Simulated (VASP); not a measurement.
# CdTe in VASP: relaxation of the atoms with PBE

Aim: the relaxation of the atoms of CdTe with PBE.

Program: VASP 6.6.1. These are calculated values, not measurements. Logs are shortened: lines on timing, memory, paths and dates and some standing lists are left out, and cuts for length are marked.

### Step 1. The cell of the first run

The cell holds a slab with vacuum, 6 atoms: a = 4.679 Å, b = 4.679 Å, c = 23.596 Å, α = 90.00°, β = 90.00°, γ = 120.00°.

### Step 2. Relaxation of the atoms, PBE

File INCAR:

```
SYSTEM = CdTe
PREC = Accurate
ENCUT = 520
EDIFF = 1E-7
ISMEAR = 0
SIGMA = 0.05
LREAL = .False.
LASPH = .True.
NELM = 60
ALGO = Normal
ISIF = 2
LWAVE = .False.
LCHARG = .False.
LDIPOL = .True.
IDIPOL = 3
DIPOL = 0.5 0.5 0.500
GGA = PE
IBRION = 2
NSW = 80
EDIFFG = -0.02
KPAR = 2
```

File KPOINTS:

```
Automatic mesh
0
Gamma
  9 9 1
  0 0 0
```

File POSCAR:

```
CdTe
1.0
    4.6791895905      0.0000000000      0.0000000000
   -2.3395947952      4.0522970545      0.0000000000
    0.0000000000      0.0000000000     23.5962201799
Te Cd
3 3
Direct
    0.0000000000      0.0000000000      0.3178475172
    0.3333333333      0.6666666667      0.4797608352
    0.6666666667      0.3333333333      0.6416741533
    0.3333333333      0.6666666667      0.3583258467
    0.6666666667      0.3333333333      0.5202391648
    0.0000000000      0.0000000000      0.6821524828
```

Potentials or basis: VASP PAW PBE potentials, release 64 (Te, Cd).

Run with:

```
$ cat potpaw_PBE.64/Te/POTCAR potpaw_PBE.64/Cd/POTCAR > POTCAR
$ mpirun -np 2 vasp_std > vasp.out
```

OUTCAR:

```text
SYSTEM = CdTe
   PREC = Accurate
   ENCUT = 520
   EDIFF = 1E-7
   ISMEAR = 0
   LREAL = .False.
   LASPH = .True.
   NELM = 60
   ISIF = 2
   GGA = PE
   IBRION = 2
   NSW = 80
   EDIFFG = -0.02

 ion  position               nearest neighbor table
   1  0.000  0.000  0.318-   4 2.87   4 2.87   4 2.87
   2  0.333  0.667  0.480-   4 2.87   5 2.87   5 2.87   5 2.87
   3  0.667  0.333  0.642-   5 2.87   6 2.87   6 2.87   6 2.87
   4  0.333  0.667  0.358-   2 2.87   1 2.87   1 2.87   1 2.87
   5  0.667  0.333  0.520-   3 2.87   2 2.87   2 2.87   2 2.87
   6  0.000  0.000  0.682-   3 2.87   3 2.87   3 2.87

  LATTYP: Found a hexagonal cell.
 ALAT       =     4.6791895905
 C/A-ratio  =     5.0428006225

  Lattice vectors:

 A1 = (   4.6791895905,   0.0000000000,   0.0000000000)
 A2 = (  -2.3395947952,   4.0522970545,   0.0000000000)
 A3 = (   0.0000000000,   0.0000000000,  23.5962201799)

Analysis of symmetry for initial positions (statically):
=====================================================================
 Subroutine PRICEL returns:
 Original cell was already a primitive cell.

 Routine SETGRP: Setting up the symmetry group for a
 hexagonal supercell.

 Subroutine GETGRP returns: Found  6 space group operations
 (whereof  6 operations were pure point group operations)
 out of a pool of 24 trial point group operations.

The static configuration has the point symmetry C_3v.

Analysis of symmetry for dynamics (positions and initial velocities):
=====================================================================
 Subroutine PRICEL returns:
 Original cell was already a primitive cell.

 Routine SETGRP: Setting up the symmetry group for a
 hexagonal supercell.

 Subroutine GETGRP returns: Found  6 space group operations
 (whereof  6 operations were pure point group operations)
 out of a pool of 24 trial point group operations.

The dynamic configuration has the point symmetry C_3v.

 Subroutine INISYM returns: Found  6 space group operations
 (whereof  6 operations are pure point group operations),
 and found     1 'primitive' translations

----------------------------------------------------------------------------------------

                                     Primitive cell

  volume of cell :     447.4189

  direct lattice vectors                    reciprocal lattice vectors
     4.679189591  0.000000000  0.000000000     0.213712221  0.123386808  0.000000000
    -2.339594795  4.052297055  0.000000000     0.000000000  0.246773617  0.000000000
     0.000000000  0.000000000 23.596220180     0.000000000  0.000000000  0.042379669

  length of vectors
     4.679189591  4.679189590 23.596220180     0.246773617  0.246773617  0.042379669

  position of ions in fractional coordinates (direct lattice)
     0.000000000  0.000000000  0.317847517
     0.333333333  0.666666667  0.479760835
     0.666666667  0.333333333  0.641674153
     0.333333333  0.666666667  0.358325847
     0.666666667  0.333333333  0.520239165
     0.000000000  0.000000000  0.682152483

  ion indices of the primitive-cell ions
   primitive index   ion index
                 1           1
                 2           2
                 3           3
                 4           4
                 5           5
                 6           6

----------------------------------------------------------------------------------------

 KPOINTS: Automatic mesh

Automatic generation of k-mesh.
 Grid dimensions read from file:
 generate k-points for:    9    9    1

 Generating k-lattice:

  Cartesian coordinates                     Fractional coordinates (reciprocal lattice)
     0.023745802  0.013709645  0.000000000     0.111111111  0.000000000  0.000000000
     0.000000000  0.027419291  0.000000000     0.000000000  0.111111111  0.000000000
     0.000000000  0.000000000  0.042379669     0.000000000  0.000000000  1.000000000

  Length of vectors
     0.027419291  0.027419291  0.042379669

  Shift w.r.t. Gamma in fractional coordinates (k-lattice)
     0.000000000  0.000000000  0.000000000

 Subroutine IBZKPT returns following result:
 ===========================================

 Found     12 irreducible k-points:

 Following reciprocal coordinates:
            Coordinates               Weight
  0.000000  0.000000  0.000000      1.000000
  0.111111  0.000000  0.000000      6.000000
  0.222222  0.000000  0.000000      6.000000
  0.333333  0.000000  0.000000      6.000000
  0.444444  0.000000  0.000000      6.000000
  0.111111  0.111111  0.000000      6.000000
  0.222222  0.111111  0.000000     12.000000
  0.333333  0.111111  0.000000     12.000000
  0.444444  0.111111  0.000000      6.000000
  0.222222  0.222222  0.000000      6.000000
  0.333333  0.222222  0.000000     12.000000
  0.333333  0.333333  0.000000      2.000000
   k-points           NKPTS =     12   k-points in BZ     NKDIM =     12   number of bands    NBANDS=     32
   number of dos      NEDOS =    301   number of ions     NIONS =      6
   total plane-waves  NPLWV = 233280
   dimension x,y,z NGX =    36 NGY =   36 NGZ =  180
   dimension x,y,z NGXF=    72 NGYF=   72 NGZF=  360
   ions per type =               3   3
   NGX,Y,Z   is equivalent  to a cutoff of  12.79, 12.79, 12.68 a.u.
   NGXF,Y,Z  is equivalent  to a cutoff of  25.58, 25.58, 25.36 a.u.
 SYSTEM =  CdTe
   PREC   = accura    normal or accurate (medium, high low for compatibility)
   ISTART =      0    job   : 0-new  1-cont  2-samecut
   ICHARG =      2    charge: 1-file 2-atom 10-const
   ISPIN  =      1    spin polarized calculation?
   LNONCOLLINEAR =      F non collinear calculations
   LSORBIT =      F    spin-orbit coupling
   LASPH  =      T    aspherical Exc in radial PAW
   ENCUT  =  520.0 eV  38.22 Ry    6.18 a.u.   8.70  8.70 43.87*2*pi/ulx,y,z
   NELM   =     60;   NELMIN=  2; NELMDL= -5     # of ELM steps
   EDIFF  = 0.1E-06   stopping-criterion for ELM
   LREAL  =      F    real-space projection
   EDIFFG = -.2E-01   stopping-criterion for IOM
   NSW    =     80    number of steps for IOM
   IBRION =      2    ionic relax: 0-MD 1-quasi-New 2-CG
   NFREE  =      1    steps in history (QN), initial steepest desc. (CG)
   ISIF   =      2    stress and relaxation
   ISYM   =      2    0-nonsym 1-usesym 2-fastsym
   POTIM  = 0.5000    time-step for ionic-motion
   TEBEG  =    0.0;   TEEND  =   0.0 temperature during run
   PSTRESS=    0.0 pullay stress
   NELECT =      54.0000    total number of electrons
   NUPDOWN=      -1.0000    fix difference up-down
   EMIN   =  10.00;   EMAX   =-10.00  energy-range for DOS
   EFERMI =   0.00;   METHOD = LEGACY
   ISMEAR =     0;   SIGMA  =   0.05  broadening in eV -4-tet -1-fermi 0-gaus
   EFERMI_NEDOS =   21; number of points for ismear=-14 and -15
   IALGO  =     38    algorithm
   IMIX   =      4    mixing-type and parameters
     AMIX     =   0.40;   BMIX     =  1.00
     AMIX_MAG =   1.60;   BMIX_MAG =  1.00
  volume/ion in A,a.u.               =      74.57       503.22
  Fermi-wavevector in a.u.,A,eV,Ry     =   0.809036  1.528857  8.905552  0.654540
  Thomas-Fermi vector in A             =   1.917953
   LORBIT       =      0    0 simple, 1 ext, 2 COOP (PROOUT), +10 PAW based schemes
   GGA     = PE    functional components
   LHFCALC =     F    Hartree Fock is set to
   AEXX    =    0.0000 exact exchange contribution
   IVDW    =     0    specifies the selected vdW correction
   LEPSILON=     F    determine dielectric tensor
   LRPA    =     F    only Hartree local field effects (RPA)
 conjugate gradient relaxation of ions
 non-spin polarized calculation
 Gauss-broadening in eV      SIGMA  =   0.05
  energy-cutoff  :      520.00
  volume of cell :      447.42
 maximum number of plane-waves:     12075
 NGX is ok and might be reduce to    36
   NGX = 17   NGY = 17   NGZ = 87

 dipolmoment           0.000000      0.000000      0.000004 electrons x Angstroem

--------------------------------------- Ionic step        1  -------------------------------------------

 number of electron      53.9999999 magnetization

 Free energy of the ion-electron system (eV)
  ---------------------------------------------------
  ext. energy  EPLUGINS =         0.00000000
  ---------------------------------------------------
  free energy    TOTEN  =       -13.07130050 eV

  energy without entropy =      -13.06508246  energy(sigma->0) =      -13.06819148

------------------------ aborting loop because EDIFF is reached ----------------------------------------

  FORCE on cell =-STRESS in cart. coord.  units (eV):
  Direction    XX          YY          ZZ          XY          YZ          ZX
  --------------------------------------------------------------------------------------
  -------------------------------------------------------------------------------------
  Total       -0.9267221     -0.9267221      1.3290529     -0.0000000      0.0000000      0.0000000
  in kB       -3.3185300     -3.3185300      4.7592496     -0.0000000      0.0000000      0.0000000
  external PRESSURE =      -0.6259368 kB  Pullay stress =       0.0000000 kB
[... 101 lines left out ...]
  FREE ENERGIE OF THE ION-ELECTRON SYSTEM (eV)
  ---------------------------------------------------
  free  energy   TOTEN  =       -13.2576906717 eV

  energy  without entropy=      -13.2538143893  energy(sigma->0) =      -13.25575253

[... ionic steps 4 to 7 ...]

--------------------------------------- Ionic step        8  -------------------------------------------

 number of electron      54.0000007 magnetization

------------------------ aborting loop because EDIFF is reached ----------------------------------------
[... 75 lines left out ...]
--------------------------------------- Ionic step       10  -------------------------------------------

 number of electron      54.0000002 magnetization

 dipolmoment           0.000000      0.000000     -0.320176 electrons x Angstroem

 Free energy of the ion-electron system (eV)
  ---------------------------------------------------
  ext. energy  EPLUGINS =         0.00000000
  ---------------------------------------------------
  free energy    TOTEN  =       -13.28308907 eV

  energy without entropy =      -13.27900384  energy(sigma->0) =      -13.28104645

 E-fermi :  -1.0582     XC(G=0):  -4.5093

 val. band max:       -1.0641117134   @ k =   0.1111   0.0000   0.0000
 cond. band min:      -0.9334602293   @ k =   0.0000   0.0000   0.0000
 fundamental gap:      0.1306514841
 Fermi energy:        -1.0582127472

 k-point     1 :       0.0000    0.0000    0.0000
  band No.  band energies     occupation
      1     -13.6286      2.00000
      2     -12.4081      2.00000
      3     -11.1815      2.00000
      4     -11.0922      2.00000
      5     -11.0922      2.00000
      6     -10.8157      2.00000
[... 409 lines left out ...]
     31       2.1472      0.00000
     32       2.8302      0.00000

------------------------ aborting loop because EDIFF is reached ----------------------------------------

 vacuum level on the upper side and lower side of the slab       (xc-potential included)        -1.500         1.487

  FORCE on cell =-STRESS in cart. coord.  units (eV):
  Direction    XX          YY          ZZ          XY          YZ          ZX
  --------------------------------------------------------------------------------------
  -------------------------------------------------------------------------------------
  Total        1.4208504      1.4208504     -0.0707582      0.0000000      0.0000000      0.0000000
  in kB        5.0879706      5.0879706     -0.2533803      0.0000000      0.0000000      0.0000000
  external PRESSURE =       3.3075203 kB  Pullay stress =       0.0000000 kB
[... 21 lines left out ...]
  FREE ENERGIE OF THE ION-ELECTRON SYSTEM (eV)
  ---------------------------------------------------
  free  energy   TOTEN  =       -13.2830890679 eV

  energy  without entropy=      -13.2790038411  energy(sigma->0) =      -13.28104645

 reached required accuracy - stopping structural energy minimisation

 vacuum level on the upper side and lower side of the slab         1.831         4.886
```

Run time: 21 min. Hardware: 2 MPI ranks of Intel Xeon Platinum 8259CL at 2.50GHz (Skylake/Cascade Lake), shared host; peak memory 0.65 GiB.

Results:

- Free energy: -13.2831 eV
- Energy gained by relaxing: 35.3 meV/atom
- Ionic steps: 10
- Largest force after relaxing: 0.013 eV/Å
- Band gap on the k mesh: zero (bands 27 and 28 overlap by 0.13 eV)

Forces in eV/Å, atoms in the order of the input:
```
Te   0.000  0.000  0.004
Te   0.000  0.000  0.012
Te   0.000  0.000 -0.010
Cd   0.000  0.000 -0.007
Cd   0.000  0.000  0.012
Cd   0.000  0.000 -0.013
```

The path:
```csv
step,energy change (eV),largest force (eV/Å),pressure (GPa)
1,0.0000,0.8174,-0.06
2,-0.0761,0.6289,-0.02
3,-0.1864,0.2426,0.19
4,-0.1965,0.1487,0.27
5,-0.1973,0.1437,0.31
6,-0.2023,0.1194,0.32
7,-0.2091,0.0519,0.35
8,-0.2091,0.0551,0.35
9,-0.2101,0.0405,0.34
10,-0.2118,0.0125,0.33
```

Final structure:
```
Te Cd
1.0
     4.67919    0.00000    0.00000
    -2.33959    4.05230    0.00000
     0.00000    0.00000   23.59622
Te Cd
3 3
Cartesian
  0.0000 0.0000 7.5156
  0.0000 2.7015 11.4434
  2.3396 1.3508 15.3959
  0.0000 2.7015 8.3197
  2.3396 1.3508 12.2077
  0.0000 0.0000 15.9062
```

Levels at points of the mesh, in eV from the Fermi level:
```tsv
k point	band 25	band 26	band 27	band 28	band 29	band 30
(0.00, 0.00, 0.00)	-1.04	-0.44	0.12	0.12	0.64	1.69
```

Caveat: spin-orbit coupling is left out, which moves the levels of the heavy elements.

The gap in the log of VASP goes by the Fermi energy; the results here count the filled bands.